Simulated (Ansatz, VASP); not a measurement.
**ZrTl2: VASP beside Ansatz**

File INCAR:

```
SYSTEM = ZrTl2
PREC     = Accurate       ! precision mode
ENCUT    = 600            ! plane-wave cutoff, eV
EDIFF    = 1E-7           ! SCF threshold, eV
ISMEAR   = 0              ! smearing method
SIGMA    = 0.05           ! smearing width, eV
LREAL    = .False.        ! projectors in reciprocal space
LASPH    = .True.         ! aspherical terms in the spheres
NELM     = 60             ! most SCF steps
ALGO     = Fast           ! electronic algorithm
ISIF     = 3              ! what is computed and relaxed
LWAVE    = .False.        ! write WAVECAR
LCHARG   = .False.        ! write CHGCAR
GGA      = PS             ! functional
IBRION   = 2              ! ionic algorithm
NSW      = 80             ! ionic steps
EDIFFG   = -0.01          ! ionic threshold
```

KPOINTS

```
Automatic mesh
0
Gamma
  8 8 8
  0 0 0
```

Contents of POSCAR:

```
ZrTl2
1.0
    4.2701149076      0.0000000000      0.0000000000
   -2.1350574538      3.6980279870      0.0000000000
    0.0000000000      0.0000000000      4.6235184276
Zr Tl
1 2
Direct
    0.0000000000      0.0000000000      0.0000000000
    0.3333333333      0.6666666667      0.5000000000
    0.6666666667      0.3333333333      0.5000000000
```

Input for Ansatz:

```yaml
crystal:
  lattice:
    - [4.2701149076, 0.0, 0.0]
    - [-2.1350574538, 3.698027987, 0.0]
    - [0.0, 0.0, 4.6235184276]
  atoms:
    - { symbol: Zr, position: [0.0, 0.0, 0.0] }
    - { symbol: Tl, position: [0.3333333333, 0.6666666667, 0.5] }
    - { symbol: Tl, position: [0.6666666667, 0.3333333333, 0.5] }
basis:
  ecutwfc: 420
  ecutrho_ratio: 4
kpoints:
  mp_grid: { grid: [8, 8, 8] }
hamiltonian:
  xc: pbesol
scf:
  occupations: { method: gaussian, width: 0.05 }
output:
  forces: true
  stress: true
  eigenvalues: true
relax:
  f_tol: 0.01
  max_steps: 60
  cell: { stress_tol: 0.04 }
```

Alike in both runs: task relaxation of cell and atoms; functional PBEsol; k mesh 8 × 8 × 8; occupations gaussian, width 0.05 eV; no spin polarisation.

|  | VASP | Ansatz |
| --- | --- | --- |
| version | VASP 6.6.1 | Ansatz 0.2.0 |
| potentials or method | VASP PAW PBE potentials, release 64 (Zr_sv, Tl_d), cutoff 600 eV | scalar-relativistic, plane waves, PAW |
| valence electrons in the cell | 38 | 38 |

VASP gave:

- gap on the k mesh at the Fermi level, each at its own relaxed structure (eV): none
- relaxed volume (Å³/atom): 23.48
- relaxed length of the cell vector where the two differ most in proportion (Å): 3.092

**Question.** What did Ansatz give for the same quantities?

**Answer.** gap on the k mesh at the Fermi level, each at its own relaxed structure (eV): none; relaxed volume (Å³/atom): 23.46; relaxed length of the cell vector where the two differ most in proportion (Å): 3.091.

VASP's potentials were made for PBE, not for PBEsol. A gap of «none» marks a metal or a gap that the smearing closes.

Spin-orbit coupling is off throughout.
